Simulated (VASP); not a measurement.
# BN in VASP: a series of runs

BN is run at these levels: PBE+D3(BJ); tasks: single point, relaxation of the atoms.

Program: VASP 6.6.1. These are calculated values, not measurements. Logs are shortened: lines on timing, memory, paths and dates and some standing lists are left out, and cuts for length are marked.

### 1 The cell of the first run

The cell holds a slab with vacuum, 2 atoms: a = 2.509 Å, b = 2.509 Å, c = 26.000 Å, α = 90.00°, β = 90.00°, γ = 120.00°.

### 2 Single point, PBE+D3(BJ), non-collinear spin, zero start, spin-orbit coupling

INCAR reads:

```
PREC = Accurate
ENCUT = 520
EDIFF = 1E-6
ISMEAR = 0
SIGMA = 0.02
LREAL = F
LASPH = T
NELM = 150
ALGO = Normal
ISIF = 2
LWAVE = F
LCHARG = T
LNONCOLLINEAR = T
MAGMOM = 0 0 0 0 0 0
LORBIT = 11
LSORBIT = T
GGA_COMPAT = F
LORBMOM = T
LDIPOL = T
IDIPOL = 3
DIPOL = 0.5 0.5 0.500
GGA = PE
IVDW = 12
LVHAR = T
LVACPOTAV = T
NBANDS = 20
```

KPOINTS reads:

```
regular mesh
0
Gamma
  12 12 1
```

POSCAR reads:

```
BN
1.0
    2.5087620658      0.0000000000      0.0000000000
   -1.2543810329      2.1726516810      0.0000000000
    0.0000000000      0.0000000000     26.0000000000
B N
1 1
Direct
    0.0000000000      0.0000000000      0.5000000000
    0.6666666667      0.3333333333      0.5000000000
```

Potentials or basis: VASP PAW PBE potentials, release 64 (B, N).

Command:

```sh
cat potpaw_PBE.64/B/POTCAR potpaw_PBE.64/N/POTCAR > POTCAR
mpirun -np 1 vasp_ncl > vasp.out
```

OUTCAR:

```text
PREC = Accurate
   ENCUT = 520
   EDIFF = 1E-6
   ISMEAR = 0
   LREAL = F
   LASPH = T
   NELM = 150
   ISIF = 2
   LNONCOLLINEAR = T
   LORBIT = 11
   LSORBIT = T
   GGA = PE
   IVDW = 12
 IVDW          = 12

 ion  position               nearest neighbor table
   1  0.000  0.000  0.500-   2 1.45   2 1.45   2 1.45
   2  0.667  0.333  0.500-   1 1.45   1 1.45   1 1.45

  LATTYP: Found a hexagonal cell.
 ALAT       =     2.5087620658
 C/A-ratio  =    10.3636771117

  Lattice vectors:

 A1 = (   2.5087620658,   0.0000000000,   0.0000000000)
 A2 = (  -1.2543810329,   2.1726516810,   0.0000000000)
 A3 = (   0.0000000000,   0.0000000000,  26.0000000000)

Analysis of symmetry for initial positions (statically):
=====================================================================
 Subroutine PRICEL returns:
 Original cell was already a primitive cell.

 Routine SETGRP: Setting up the symmetry group for a
 hexagonal supercell.

 Subroutine GETGRP returns: Found 12 space group operations
 (whereof 12 operations were pure point group operations)
 out of a pool of 24 trial point group operations.

The static configuration has the point symmetry D_3h.

Analysis of symmetry for dynamics (positions and initial velocities):
=====================================================================
 Subroutine PRICEL returns:
 Original cell was already a primitive cell.

 Routine SETGRP: Setting up the symmetry group for a
 hexagonal supercell.

 Subroutine GETGRP returns: Found 12 space group operations
 (whereof 12 operations were pure point group operations)
 out of a pool of 24 trial point group operations.

The dynamic configuration has the point symmetry D_3h.

Analysis of structural, dynamic, and magnetic symmetry:
=====================================================================
 Subroutine PRICEL returns:
 Original cell was already a primitive cell.

 Routine SETGRP: Setting up the symmetry group for a
 hexagonal supercell.

 Subroutine GETGRP returns: Found 12 space group operations
 (whereof 12 operations were pure point group operations)
 out of a pool of 24 trial point group operations.

The overall configuration has the point symmetry D_3h.

 Subroutine INISYM returns: Found 12 space group operations
 (whereof 12 operations are pure point group operations),
 and found     1 'primitive' translations

----------------------------------------------------------------------------------------

                                     Primitive cell

[... 732 lines left out ...]
      1.25438      0.72422     13.00000        -0.000000     -0.000000      0.000000
 -----------------------------------------------------------------------------------
    total drift:                               -0.000001      0.000001     -0.000000

  FREE ENERGIE OF THE ION-ELECTRON SYSTEM (eV)
  ---------------------------------------------------
  free  energy   TOTEN  =       -17.7544699730 eV

  energy  without entropy=      -17.7544699730  energy(sigma->0) =      -17.75446997

 vacuum level on the upper side and lower side of the slab         1.032         1.032

 orbital moment (x)

 # of ion     p       tot
 --------------------------------
  1        -0.000  -0.000
  2         0.000   0.000
 --------------------------------
            0.000   0.000

 orbital moment (y)

 # of ion     p       tot
 --------------------------------
  1         0.000   0.000
  2        -0.000  -0.000
 --------------------------------
            0.000   0.000

 orbital moment (z)

 # of ion     p       tot
 --------------------------------
  1         0.000   0.000
  2         0.000   0.000
 --------------------------------
            0.000   0.000

 Spin-Orbit-Coupling matrix elements

 Ion:    1  E_soc:     -0.0000036
 l=   1
     0.0000000    -0.0000006    -0.0000005
    -0.0000006     0.0000000    -0.0000006
    -0.0000005    -0.0000006     0.0000000
 l=   2
     0.0000000     0.0000000     0.0000000     0.0000000     0.0000000
     0.0000000     0.0000000     0.0000000     0.0000000     0.0000000
     0.0000000     0.0000000     0.0000000     0.0000000     0.0000000
     0.0000000     0.0000000     0.0000000     0.0000000     0.0000000
     0.0000000     0.0000000     0.0000000     0.0000000     0.0000000
 l=   3
     0.0000000     0.0000000     0.0000000     0.0000000     0.0000000     0.0000000     0.0000000
     0.0000000     0.0000000     0.0000000     0.0000000     0.0000000     0.0000000     0.0000000
     0.0000000     0.0000000     0.0000000     0.0000000     0.0000000     0.0000000     0.0000000
     0.0000000     0.0000000     0.0000000     0.0000000     0.0000000     0.0000000     0.0000000
     0.0000000     0.0000000     0.0000000     0.0000000     0.0000000     0.0000000     0.0000000
     0.0000000     0.0000000     0.0000000     0.0000000     0.0000000     0.0000000     0.0000000
     0.0000000     0.0000000     0.0000000     0.0000000     0.0000000     0.0000000     0.0000000

 Ion:    2  E_soc:     -0.0000467
 l=   1
     0.0000000    -0.0000082    -0.0000069
    -0.0000082     0.0000000    -0.0000082
    -0.0000069    -0.0000082     0.0000000
 l=   2
     0.0000000     0.0000000     0.0000000     0.0000000     0.0000000
     0.0000000     0.0000000     0.0000000     0.0000000     0.0000000
     0.0000000     0.0000000     0.0000000     0.0000000     0.0000000
     0.0000000     0.0000000     0.0000000     0.0000000     0.0000000
     0.0000000     0.0000000     0.0000000     0.0000000     0.0000000
 l=   3
     0.0000000     0.0000000     0.0000000     0.0000000     0.0000000     0.0000000     0.0000000
     0.0000000     0.0000000     0.0000000     0.0000000     0.0000000     0.0000000     0.0000000
     0.0000000     0.0000000     0.0000000     0.0000000     0.0000000     0.0000000     0.0000000
     0.0000000     0.0000000     0.0000000     0.0000000     0.0000000     0.0000000     0.0000000
     0.0000000     0.0000000     0.0000000     0.0000000     0.0000000     0.0000000     0.0000000
     0.0000000     0.0000000     0.0000000     0.0000000     0.0000000     0.0000000     0.0000000
     0.0000000     0.0000000     0.0000000     0.0000000     0.0000000     0.0000000     0.0000000

 total charge

# of ion       s       p       d       tot
------------------------------------------
    1        0.742   1.420   0.000   2.162
    2        1.224   2.791   0.000   4.015
--------------------------------------------------
tot          1.966   4.211   0.000   6.177

 magnetization (x)

# of ion       s       p       d       tot
------------------------------------------
    1       -0.000   0.000   0.000  -0.000
    2        0.000   0.000   0.000   0.000
--------------------------------------------------
tot         -0.000   0.000   0.000   0.000

 magnetization (y)

# of ion       s       p       d       tot
------------------------------------------
    1       -0.000   0.000   0.000  -0.000
    2       -0.000  -0.000   0.000  -0.000
--------------------------------------------------
tot         -0.000  -0.000   0.000  -0.000

 magnetization (z)

# of ion       s       p       d       tot
------------------------------------------
    1        0.000  -0.000   0.000  -0.000
    2       -0.000  -0.000   0.000  -0.000
--------------------------------------------------
tot         -0.000  -0.000   0.000  -0.000
```

OSZICAR:

```text
N       E                     dE             d eps       ncg     rms          rms(c)
DAV:   1     0.585204409630E+02    0.58520E+02   -0.29293E+03  1400   0.561E+02
DAV:   2    -0.114879859144E+02   -0.70008E+02   -0.58652E+02  2056   0.131E+02
DAV:   3    -0.193429767062E+02   -0.78550E+01   -0.77858E+01  1760   0.550E+01
[... 15 lines left out ...]
DAV:  19    -0.176002923669E+02   -0.27988E-04   -0.71480E-07  1352   0.508E-03    0.132E-03
DAV:  20    -0.176003113870E+02   -0.19020E-04   -0.43551E-07  1356   0.268E-03    0.170E-03
DAV:  21    -0.176003158535E+02   -0.44665E-05   -0.40357E-08  1252   0.134E-03    0.750E-04
DAV:  22    -0.176003192934E+02   -0.34399E-05   -0.72140E-08  1060   0.163E-03    0.416E-04
DAV:  23    -0.176003202355E+02   -0.94210E-06   -0.79471E-09  1168   0.713E-04
   1 F= -.17754470E+02 E0= -.17754470E+02  d E =-.141190E-28  mag=    -0.0000     0.0000    -0.0000
```

Wall time 7.4 min (1 thread of Intel Xeon Platinum 8488C (Sapphire Rapids), shared host); peak memory 0.64 GiB.

Results:

* Free energy: -17.7545 eV
* Net moment: 0.00 μB per cell
* Valence electrons inside the program's atomic spheres: B 2.16; N 4.01
* Dispersion energy per atom: -0.077 eV

Moments on the atoms (μB; x, y, z):
```
B   0.00 0.00 0.00
N   0.00 0.00 0.00
```

### 3 Single point, PBE+D3(BJ)

This run uses another cell than the first one: it holds 4 atoms, not 2.

INCAR reads:

```
ALGO = Normal
DIPOL = 0.5 0.5 0.500
EDIFF = 1E-6
ENCUT = 520
GGA = PE
IDIPOL = 3
ISIF = 2
ISMEAR = 0
IVDW = 12
LASPH = T
LCHARG = T
LDIPOL = T
LELF = T
LREAL = F
LVACPOTAV = T
LVHAR = T
LWAVE = F
NBANDS = 16
NELM = 80
PREC = Accurate
SIGMA = 0.02
```

KPOINTS reads:

```
k-points
0
Gamma
  12 12 1
```

POSCAR reads:

```
BN
1.0
    2.5087620658      0.0000000000      0.0000000000
   -1.2543810329      2.1726516810      0.0000000000
    0.0000000000      0.0000000000     32.6000000000
B N
2 2
Direct
    0.0000000000      0.0000000000      0.4445504493
    0.0000000000      0.0000000000      0.5554495507
    0.6666666667      0.3333333333      0.4445267355
    0.6666666667      0.3333333333      0.5554732645
```

Potentials or basis: VASP PAW PBE potentials, release 64 (B, N).

Command:

```sh
cat potpaw_PBE.64/B/POTCAR potpaw_PBE.64/N/POTCAR > POTCAR
mpirun -np 1 vasp_std > vasp.out
```

Run time: 40 s. Hardware: 1 thread of AMD EPYC 9R45 (Zen 5), shared host; peak memory 0.28 GiB.

Results (log left out):

- Free energy: -35.5822 eV
- Largest force: 0.005 eV/Å
- Band gap on the k mesh: 4.15 eV
- Dispersion energy per atom: -0.100 eV

Forces in eV/Å, atoms in the order of the input:
```
B    0.000  0.000 -0.005
B    0.000  0.000  0.005
N    0.000  0.000  0.004
N    0.000  0.000 -0.004
```

Levels at points of the mesh, in eV from the valence-band top:
```csv
k point,band 6,band 7,band 8,band 9,band 10,band 11
"(0.00, 0.00, 0.00)",-1.50,-1.49,-1.49,4.57,5.10,5.65
"(0.50, 0.00, 0.00)",-4.27,-1.25,-0.86,4.20,5.07,9.33
```

### 4 Relaxation of the atoms, PBE+D3(BJ)

This run uses another cell than the first one: it holds 4 atoms, not 2.

INCAR reads:

```
SYSTEM = BN
PREC = Accurate
ENCUT = 520
EDIFF = 1E-6
ISMEAR = 0
SIGMA = 0.02
LREAL = .FALSE.
LASPH = .TRUE.
NELM = 100
ALGO = Normal
ISIF = 2
LWAVE = .FALSE.
LCHARG = .FALSE.
LDIPOL = .TRUE.
IDIPOL = 3
DIPOL = 0.5 0.5 0.500
GGA = PE
IVDW = 12
IBRION = 2
NSW = 70
EDIFFG = -0.01
```

KPOINTS reads:

```
Automatic mesh
0
G
  12 12 1
  0 0 0
```

POSCAR reads:

```
BN
1.0
    2.5087620658      0.0000000000      0.0000000000
   -1.2543810329      2.1726516810      0.0000000000
    0.0000000000      0.0000000000     32.6000000000
B N
2 2
Selective dynamics
Direct
    0.0000000000      0.0000000000      0.4493865031  F F T
    0.0000000000      0.0000000000      0.5506134969  F F T
    0.6666666667      0.3333333333      0.4493865031  T T T
    0.6666666667      0.3333333333      0.5506134969  T T T
```

Potentials or basis: VASP PAW PBE potentials, release 64 (B, N).

Command:

```sh
cat potpaw_PBE.64/B/POTCAR potpaw_PBE.64/N/POTCAR > POTCAR
mpirun -np 1 vasp_std > vasp.out
```

OUTCAR:

```text
SYSTEM = BN
   PREC = Accurate
   ENCUT = 520
   EDIFF = 1E-6
   ISMEAR = 0
   LREAL = .FALSE.
   LASPH = .TRUE.
   NELM = 100
   ISIF = 2
   GGA = PE
   IVDW = 12
   IBRION = 2
   NSW = 70
   EDIFFG = -0.01
 IVDW          = 12

 ion  position               nearest neighbor table
   1  0.000  0.000  0.449-   3 1.45   3 1.45   3 1.45
   2  0.000  0.000  0.551-   4 1.45   4 1.45   4 1.45
   3  0.667  0.333  0.449-   1 1.45   1 1.45   1 1.45
   4  0.667  0.333  0.551-   2 1.45   2 1.45   2 1.45

  LATTYP: Found a hexagonal cell.
 ALAT       =     2.5087620658
 C/A-ratio  =    12.9944566862

  Lattice vectors:

 A1 = (   2.5087620658,   0.0000000000,   0.0000000000)
 A2 = (  -1.2543810329,   2.1726516810,   0.0000000000)
 A3 = (   0.0000000000,   0.0000000000,  32.6000000000)

Analysis of symmetry for initial positions (statically):
=====================================================================
 Subroutine PRICEL returns:
 Original cell was already a primitive cell.

 Routine SETGRP: Setting up the symmetry group for a
 hexagonal supercell.

 Subroutine GETGRP returns: Found 12 space group operations
[... 392 lines left out ...]

 number of electron      16.0000000 magnetization

 dipolmoment           0.000000      0.000000     -0.000000 electrons x Angstroem

 Free energy of the ion-electron system (eV)
  ---------------------------------------------------
  ext. energy  EPLUGINS =         0.00000000
  ---------------------------------------------------
  free energy    TOTEN  =       -35.18165719 eV

  energy without entropy =      -35.18165719  energy(sigma->0) =      -35.18165719

 E-fermi :  -3.8837     XC(G=0):  -2.4172

 val. band max:       -4.0258737031   @ k =   0.3333   0.3333   0.0000
 cond. band min:       0.1077840733   @ k =   0.3333   0.3333   0.0000
 fundamental gap:      4.1336577764
 Fermi energy:        -3.8837337643

 k-point     1 :       0.0000    0.0000    0.0000
  band No.  band energies     occupation
      1     -21.8577      2.00000
      2     -21.7805      2.00000
      3      -9.7501      2.00000
      4      -9.0501      2.00000
      5      -5.5310      2.00000
      6      -5.5310      2.00000
      7      -5.5223      2.00000
      8      -5.5223      2.00000
      9       0.5501      0.00000
     10       1.0718      0.00000
     11       1.5728      0.00000
     12       1.7824      0.00000
[... 258 lines left out ...]
      1     -18.1880      2.00000
      2     -18.1536      2.00000
      3     -12.0818      2.00000
      4     -12.0405      2.00000
      5     -11.3787      2.00000
      6     -11.3057      2.00000
      7      -4.3369      2.00000
      8      -4.0259      2.00000
      9       0.1078      0.00000
     10       0.8565      0.00000
     11       7.3845      0.00000
     12       8.6864      0.00000

------------------------ aborting loop because EDIFF is reached ----------------------------------------

 vacuum level on the upper side and lower side of the slab       (xc-potential included)        -0.009        -0.009

 Edisp (eV)   -0.40055

 E8    (eV) :    -0.1227

  FORCE on cell =-STRESS in cart. coord.  units (eV):
  Direction    XX          YY          ZZ          XY          YZ          ZX
  --------------------------------------------------------------------------------------
  -------------------------------------------------------------------------------------
  Total      -0.09201    -0.09201    -0.01864     0.00000    -0.00000     0.00000
  in kB      -0.82962    -0.82962    -0.16804     0.00000    -0.00000     0.00000
  external pressure =       -0.61 kB  Pullay stress =        0.00 kB
[... 19 lines left out ...]
  FREE ENERGIE OF THE ION-ELECTRON SYSTEM (eV)
  ---------------------------------------------------
  free  energy   TOTEN  =       -35.5822072709 eV

  energy  without entropy=      -35.5822072709  energy(sigma->0) =      -35.58220727

 reached required accuracy - stopping structural energy minimisation

 vacuum level on the upper side and lower side of the slab         1.645         1.645
```

CONTCAR:

```text
BN
   1.00000000000000
     2.5087620658000001    0.0000000000000000    0.0000000000000000
    -1.2543810329000000    2.1726516810000001    0.0000000000000000
     0.0000000000000000    0.0000000000000000   32.6000000000000014
  B               N
     2     2
Selective dynamics
Direct
     0.0000000000000000    0.0000000000000000    0.4447564911782560   F   F   T
     0.0000000000000000    0.0000000000000000    0.5552435088217439   F   F   T
     0.6666666667000030    0.3333333332999970    0.4447414543803215   T   T   T
     0.6666666667000030    0.3333333332999970    0.5552585456196785   T   T   T

  0.00000000E+00  0.00000000E+00  0.00000000E+00
  0.00000000E+00  0.00000000E+00  0.00000000E+00
  0.00000000E+00  0.00000000E+00  0.00000000E+00
  0.00000000E+00  0.00000000E+00  0.00000000E+00
```

It took 3.6 min on 1 thread of AMD EPYC 9R45 (Zen 5), shared host; peak memory 0.3 GiB.

What came out:

```
Free energy                : -35.5822 eV
Energy gained by relaxing  : 4.3 meV/atom
Ionic steps                : 15
Band gap on the k mesh     : 4.13 eV
Dispersion energy per atom : -0.100 eV
```

Step by step:
```csv
step,energy change (eV),largest force on free atoms (eV/Å),pressure (GPa)
1,0.0000,0.0794,0.02
2,-0.0009,0.0698,0.01
3,-0.0030,0.1148,0.00
4,-0.0055,0.2060,-0.01
5,-0.0038,0.3924,-0.04
6,-0.0059,0.2619,-0.02
7,-0.0062,0.2579,-0.02
8,-0.0070,0.2469,-0.02
9,-0.0084,0.2246,-0.02
10,-0.0109,0.1800,-0.03
11,-0.0145,0.0916,-0.04
12,-0.0167,0.0910,-0.06
13,-0.0168,0.0713,-0.06
14,-0.0171,0.0451,-0.06
15,-0.0174,0.0024,-0.06
```

Final structure:
```
B N
1.0
     2.50876    0.00000    0.00000
    -1.25438    2.17265    0.00000
     0.00000    0.00000   32.60000
B N
2 2
Direct
  0.00000 0.00000 0.44476
  0.00000 0.00000 0.55524
  0.66667 0.33333 0.44474
  0.66667 0.33333 0.55526
```

Levels at points of the mesh, in eV from the valence-band top:
```
           k point  band 5  band 6  band 7  band 8  band 9  band 10  band 11  band 12
(0.00, 0.00, 0.00)   -1.51   -1.51   -1.50   -1.50    4.58     5.10     5.60     5.81
(0.50, 0.00, 0.00)   -4.29   -4.27   -1.26   -0.86    4.19     5.08     9.32     9.80
```

### 5 Summary

| task | spin | cell | atoms held fixed (from 0) | gap on the mesh (eV) |
| --- | --- | --- | --- | --- |
| single point | non-collinear, zero start, SOC | a = 2.509, b = 2.509, c = 26.000 Å, angles 90.0, 90.0, 120.0°, 2 atoms, atomic positions A | - | - |
| single point | off | a = 2.509, b = 2.509, c = 32.600 Å, angles 90.0, 90.0, 120.0°, 4 atoms, atomic positions B | - | 4.15 |
| relaxation of the atoms | off | atoms relaxed from a = 2.509, b = 2.509, c = 32.600 Å, angles 90.0, 90.0, 120.0°, 4 atoms, atomic positions C | [0, 1] | 4.13 |

Alike in all rows: level PBE+D3(BJ); potentials or basis VASP PAW PBE potentials, release 64 (B, N); k mesh 12 × 12 × 1; cutoff (eV) 520; smearing gaussian 0.02 eV.

Total energies depend on the potentials used, so only differences within one code and one set of settings carry meaning.
